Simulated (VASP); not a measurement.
Here is a VASP 6.6.1 calculation.

INCAR

```
PREC = Accurate ; ENCUT = 600
EDIFF = 1E-7 ; ISMEAR = 0
SIGMA = 0.01 ; LREAL = False
LASPH = True ; NELM = 80
ALGO = Normal ; ISIF = 4
LWAVE = False ; LCHARG = False
GGA = PE ; IBRION = 2
NSW = 80 ; EDIFFG = -0.001
```

File KPOINTS:

```
Automatic mesh
0
Gamma
  6 6 6
```

File POSCAR:

```
SiO2
1.0
   -2.5315383148      2.5315383148      3.7124507252
    2.5315383148     -2.5315383148      3.7124507252
    2.5315383148      2.5315383148     -3.7124507252
Si O
2 4
Direct
    0.0000000000      0.0000000000      0.0000000000
    0.7500000000      0.2500000000      0.5000000000
    0.9666512060      0.6250000000      0.8416512060
    0.3750000000      0.2166512060      0.3416512060
    0.7833487940      0.1250000000      0.1583487940
    0.8750000000      0.0333487940      0.6583487940
```

Potentials or basis: VASP PAW PBE potentials, release 64 (Si, O).

Launch:

```console
$ cat potpaw_PBE.64/Si/POTCAR potpaw_PBE.64/O/POTCAR > POTCAR
$ mpirun -np 1 vasp_std > vasp.out
```

Task: Estimate the band gap on the k mesh.

Result: 5.67 eV.

Final structure:
```cif
data_structure
_symmetry_space_group_name_H-M 'P 1'
_symmetry_Int_Tables_number 1
_cell_length_a 5.1516
_cell_length_b 5.1516
_cell_length_c 5.1516
_cell_angle_alpha 121.001
_cell_angle_beta 121.001
_cell_angle_gamma 88.275
_cell_volume 95.17
loop_
_atom_site_label
_atom_site_type_symbol
_atom_site_fract_x
_atom_site_fract_y
_atom_site_fract_z
_atom_site_occupancy
Si1 Si 0.00000 0.00000 0.00000 1
Si2 Si 0.75000 0.25000 0.50000 1
O1 O 0.95851 0.62500 0.83351 1
O2 O 0.37500 0.20851 0.33351 1
O3 O 0.79149 0.12500 0.16649 1
O4 O 0.87500 0.04149 0.66649 1
```

A k mesh can miss the band edges.
